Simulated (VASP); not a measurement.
# Cr in VASP: a series of runs, part 2 of 2

VASP 6.6.1. The steps go on from the part before.

### 3 Single point, PBEsol

This run uses another cell than the first one: it holds 4 atoms, not 2.

The input, INCAR:

```
SYSTEM = Cr
  ALGO = Normal
  EDIFF = 1E-7
  ENCUT = 520
  GGA = PS
  ISIF = 2
  ISMEAR = 0
  LASPH = .TRUE.
  LCHARG = .FALSE.
  LREAL = .FALSE.
  LWAVE = .FALSE.
  NBANDS = 32
  NELM = 60
  PREC = Accurate
  SIGMA = 0.1
```

The input, KPOINTS:

```
k-points
0
G
  6 6 4
  0 0 0
```

The input, POSCAR:

```
Cr
1.0
    1.9713399451     -4.3032436092      0.0000000000
    1.9713399451      4.3032436092      0.0000000000
    0.0000000000      0.0000000000      2.7365159705
Cr
4
Direct
    0.1317563499      0.8682436501      0.0000412641
    0.6317563499      0.3682436501      0.4999587359
    0.8682436501      0.1317563499      0.9999587359
    0.3682436501      0.6317563499      0.5000412641
```

Potentials or basis: VASP PAW PBE potentials, release 64 (Cr_pv).

The run is started by

```bash
cat potpaw_PBE.64/Cr_pv/POTCAR > POTCAR
mpirun -np 1 vasp_std > vasp.out
```

Run time: 22 s. Hardware: 1 thread of Intel Xeon 6975P-C (Granite Rapids), shared host; peak memory 0.18 GiB.

Results (log left out):

| Item | Value |
| --- | --- |
| Free energy | -38.9503 eV |
| Pressure | -0.2 GPa |
| Largest force | 0.014 eV/Å |
| Band gap on the k mesh | zero (band 24 reaches 11.47 eV, above the bottom of band 25 at 10.54 eV) |

Forces in eV/Å, atoms in the order of the input:
```
Cr   0.000 -0.014  0.000
Cr   0.000 -0.014  0.000
Cr   0.000  0.014  0.000
Cr   0.000  0.014  0.000
```

Stress tensor (GPa, compression positive):
```
-0.32  0.00  0.00
 0.00 -0.08  0.00
 0.00  0.00 -0.32
```

Levels at points of the mesh, in eV from the Fermi level:
| k point | band 21 | band 22 | band 23 | band 24 | band 25 | band 26 | band 27 | band 28 |
| --- | --- | --- | --- | --- | --- | --- | --- | --- |
| (0.00, 0.00, 0.00) | -1.76 | -1.45 | -0.20 | 0.17 | 0.87 | 0.89 | 1.18 | 1.26 |
| (0.50, 0.00, 0.00) | -0.69 | -0.69 | -0.66 | -0.66 | 0.07 | 0.07 | 0.39 | 0.39 |
| (0.50, 0.50, 0.00) | -0.78 | -0.46 | -0.40 | -0.17 | 0.27 | 1.04 | 1.07 | 1.19 |
| (0.00, 0.00, 0.50) | -1.41 | -1.41 | -0.48 | -0.48 | 0.63 | 0.63 | 0.72 | 0.72 |
| (0.50, 0.00, 0.50) | -0.32 | -0.32 | 0.19 | 0.19 | 0.77 | 0.77 | 1.85 | 1.85 |
| (0.50, 0.50, 0.50) | -1.60 | -1.60 | -0.50 | -0.50 | -0.02 | -0.02 | 0.85 | 0.85 |

Caveat: the k points lie up to 0.57 Å⁻¹ apart; the PAW data sets were made with another functional, which shifts forces and pressure a little; the run has no spin polarisation, though such a crystal can be magnetic. Spin polarisation is off, so any magnetic state and its effect on volume and gap are missing.

### 4 Relaxation of cell and atoms, PBEsol

The input, INCAR:

```
SYSTEM = Cr
ALGO = Normal
EDIFF = 1E-6
EDIFFG = -0.04
ENCUT = 600
GGA = PS
IBRION = 2
ISIF = 3
ISMEAR = 0
LASPH = .True.
LCHARG = .False.
LREAL = .False.
LWAVE = .False.
NELM = 100
NSW = 90
PREC = Accurate
SIGMA = 0.1
```

The input, KPOINTS:

```
k-points
0
Gamma
  8 8 8
  0 0 0
```

The input, POSCAR:

```
Cr
1.0
    0.0000000000      1.9713399451      4.3032436092
    1.3682579853      0.0000000000      4.3032436092
    1.3682579853      1.9713399451      0.0000000000
Cr
2
Direct
    0.1317563499      0.1317563499      0.8682436501
    0.8682436501      0.8682436501      0.1317563499
```

Potentials or basis: VASP PAW PBE potentials, release 64 (Cr_pv).

The run is started by

```bash
cat potpaw_PBE.64/Cr_pv/POTCAR > POTCAR
mpirun -np 1 vasp_std > vasp.out
```

OUTCAR:

```text
SYSTEM = Cr
   EDIFF = 1E-6
   EDIFFG = -0.04
   ENCUT = 600
   GGA = PS
   IBRION = 2
   ISIF = 3
   ISMEAR = 0
   LASPH = .True.
   LREAL = .False.
   NELM = 100
   NSW = 90
   PREC = Accurate

 ion  position               nearest neighbor table
   1  0.132  0.132  0.868-   2 2.27   2 2.45   2 2.45   2 2.83   2 2.83
   2  0.868  0.868  0.132-   1 2.27   1 2.45   1 2.45   1 2.83   1 2.83

  LATTYP: Found a face centered orthorhombic cell.
[... 698 lines left out ...]

  FORCE on cell =-STRESS in cart. coord.  units (eV):
  Direction    XX          YY          ZZ          XY          YZ          ZX
  --------------------------------------------------------------------------------------
  -------------------------------------------------------------------------------------
  Total        0.0661239      0.0612187      0.0693176      0.0000000      0.0000000      0.0000000
  in kB        4.5803360      4.2405566      4.8015602      0.0000000      0.0000000      0.0000000
  external PRESSURE =       4.5408176 kB  Pullay stress =       0.0000000 kB

 VOLUME and BASIS-vectors are now :
 -----------------------------------------------------------------------------
  energy-cutoff  :      600.00
  volume of cell :       23.13
      direct lattice vectors                 reciprocal lattice vectors
    -0.000000000  1.966620321  4.283251017    -0.364184979  0.254243279  0.116733761
     1.372928673  0.000000000  4.283251017     0.364184979 -0.254243279  0.116733761
     1.372928673  1.966620321  0.000000000     0.364184979  0.254243279 -0.116733761

 POSITION                                       TOTAL-FORCE (eV/Angst)
 -----------------------------------------------------------------------------------
      1.37293      1.96662      1.12889         0.000000      0.000000     -0.007402
      1.37293      1.96662      7.43762         0.000000      0.000000      0.007402
 -----------------------------------------------------------------------------------
    total drift:                               -0.000000     -0.000000     -0.000000

  FREE ENERGIE OF THE ION-ELECTRON SYSTEM (eV)
  ---------------------------------------------------
  free  energy   TOTEN  =       -19.4769239996 eV

  energy  without entropy=      -19.4666802433  energy(sigma->0) =      -19.47180212

 reached required accuracy - stopping structural energy minimisation
```

OSZICAR:

```text
N       E                     dE             d eps       ncg     rms          rms(c)
DAV:   1     0.244529453274E+03    0.24453E+03   -0.16147E+04  3040   0.208E+03
DAV:   2    -0.140499766030E+02   -0.25858E+03   -0.25702E+03  3152   0.526E+02
DAV:   3    -0.223605881832E+02   -0.83106E+01   -0.82331E+01  3976   0.107E+02
[... 13 lines left out ...]
DAV:   2    -0.194788035242E+02    0.10695E-01   -0.38692E-02  3256   0.256E+00    0.315E-01
DAV:   3    -0.194771037539E+02    0.16998E-02   -0.31293E-03  4168   0.473E-01    0.105E-01
DAV:   4    -0.194769299069E+02    0.17385E-03   -0.60735E-04  4888   0.186E-01    0.465E-02
DAV:   5    -0.194769245463E+02    0.53606E-05   -0.35058E-05  3720   0.830E-02    0.169E-02
DAV:   6    -0.194769239996E+02    0.54668E-06   -0.71581E-06  3776   0.320E-02
   2 F= -.19476924E+02 E0= -.19471802E+02  d E =-.671182E-03
```

Run time: 32 s. Hardware: 1 thread of Intel Xeon 6975P-C (Granite Rapids), shared host; peak memory 0.19 GiB.

What came out:

| Quantity | Value |
| --- | --- |
| Free energy | -19.4769 eV |
| Relaxed volume | 11.56 Å³/atom |
| Relaxed cell | a = 4.713 Å, b = 4.498 Å, c = 2.398 Å, α = 79.94°, β = 69.99°, γ = 30.07° |
| Space group after relaxing (to 0.05 Å) | Fmmm (No. 69) |
| Energy gained by relaxing | 0.3 meV/atom |
| Ionic steps | 2 |
| Pressure after relaxing | 0.5 GPa |
| Largest force after relaxing | 0.007 eV/Å |
| Band gap on the k mesh | zero (band 12 reaches 11.54 eV, above the bottom of band 13 at 10.46 eV) |

Forces on the atoms (eV/Å):
```
Cr   0.000  0.000 -0.007
Cr   0.000  0.000  0.007
```

The path:
```csv
step,energy change (eV),largest force (eV/Å),pressure (GPa),volume (Å³)
1,0.0000,0.0041,-0.35,23.21
2,-0.0007,0.0074,0.45,23.13
```

Final structure:
```yaml
crystal:
  lattice:
    - [0.00000, 1.96662, 4.28325]
    - [1.37293, 0.00000, 4.28325]
    - [1.37293, 1.96662, 0.00000]
  atoms:
    - { symbol: Cr, position: [0.13178, 0.13178, 0.86822] }
    - { symbol: Cr, position: [0.86822, 0.86822, 0.13178] }
```

Caveat: the k points lie up to 0.36 Å⁻¹ apart in the final cell; the PAW data sets were made with another functional, which shifts forces and pressure a little; the run has no spin polarisation, though such a crystal can be magnetic. Spin polarisation is off, so any magnetic state and its effect on volume and gap are missing.

### 5 Summary

```tsv
task	cell	k mesh	cutoff (eV)	gap on the mesh (eV)	pressure (GPa)	largest force (eV/Å)
single point	a = 4.722, b = 4.507, c = 2.401 Å, angles 79.9, 70.0, 30.0°, 2 atoms	8 × 8 × 8	520	none	-0.4	-
single point	a = 4.733, b = 4.733, c = 2.737 Å, angles 90.0, 90.0, 130.8°, 4 atoms	6 × 6 × 4	520	none	-0.2	0.01
relaxation of cell and atoms	relaxed from a = 4.733, b = 4.516, c = 2.400 Å, angles 80.1, 70.0, 30.0°, 2 atoms	8 × 8 × 8	600	none	0.5	0.01
```

Alike in all rows: level PBEsol; potentials or basis VASP PAW PBE potentials, release 64 (Cr_pv); no spin polarisation; smearing gaussian 0.1 eV.

Caveats: all runs use coarse meshes; the PAW data sets were made with another functional, which shifts forces and pressure a little; the run has no spin polarisation, though such a crystal can be magnetic.

Total energies depend on the potentials used, so only differences within one code and one set of settings carry meaning.
